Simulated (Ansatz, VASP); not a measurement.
# Two plane-wave programs on Al2BN3

Contents of INCAR:

```
SYSTEM = Al2BN3
PREC = Accurate ; ENCUT = 600
EDIFF = 1E-6 ; ISMEAR = 0
SIGMA = 0.1 ; LREAL = .False.
LASPH = .True. ; NELM = 60
ALGO = Normal ; ISIF = 3
LWAVE = .False. ; LCHARG = .False.
GGA = PE ; IBRION = 2
NSW = 90 ; EDIFFG = -0.04
```

KPOINTS

```
regular mesh
0
Gamma
  6 6 4
  0 0 0
```

Contents of POSCAR:

```
Al2BN3
1.0
    2.9590951862      0.0000000000      0.0000000000
   -1.4795475931      2.5626516035      0.0000000000
    0.0000000000      0.0000000000      7.2336463702
Al B N
2 1 3
Direct
    0.0000000000      0.0000000000      0.0136999577
    0.3333333333      0.6666666667      0.6562398898
    0.6666666667      0.3333333333      0.3208230510
    0.0000000000      0.0000000000      0.7545453086
    0.3333333333      0.6666666667      0.3944210214
    0.6666666667      0.3333333333      0.1102707714
```

Input for Ansatz:

```yaml
crystal:
  lattice:
    - [2.9590951862, 0.0, 0.0]
    - [-1.4795475931, 2.5626516035, 0.0]
    - [0.0, 0.0, 7.2336463702]
  atoms:
    - { symbol: Al, position: [0.0, 0.0, 0.0136999577] }
    - { symbol: Al, position: [0.3333333333, 0.6666666667, 0.6562398898] }
    - { symbol: B, position: [0.6666666667, 0.3333333333, 0.320823051] }
    - { symbol: "N", position: [0.0, 0.0, 0.7545453086] }
    - { symbol: "N", position: [0.3333333333, 0.6666666667, 0.3944210214] }
    - { symbol: "N", position: [0.6666666667, 0.3333333333, 0.1102707714] }
basis:
  ecutwfc: 420
kpoints:
  mp_grid: { grid: [6, 6, 4] }
hamiltonian:
  xc: pbe
scf:
  occupations: { method: gaussian, width: 0.1 }
  lower_state_search: "off"
output:
  forces: true
  stress: true
  eigenvalues: true
relax:
  adjacent_minimum: "off"
  f_tol: 0.04
  max_steps: 70
  cell: { stress_tol: 0.4 }
```

Alike in both runs: task relaxation of cell and atoms; functional PBE; k mesh 6 × 6 × 4; occupations gaussian, width 0.1 eV; no spin polarisation.

|  | VASP | Ansatz |
| --- | --- | --- |
| version | VASP 6.6.1 | Ansatz 0.2.0 |
| potentials or method | VASP PAW PBE potentials, release 64 (Al, B, N), cutoff 600 eV | scalar-relativistic, plane waves, PAW |
| valence electrons in the cell | 24 | 24 |

|  | VASP | Ansatz | Ansatz less VASP |
| --- | --- | --- | --- |
| gap on the k mesh at the Fermi level, each at its own relaxed structure (eV) | 3.10 | 3.10 | +0.007 |
| relaxed volume (Å³/atom) | 9.14 | 9.14 | 0.000 |
| relaxed cell length with the largest relative difference (Å) | 2.959 | 2.959 | 0.0000 |

Noted on VASP's run: the relaxation stopped at its first step, so nothing moved.
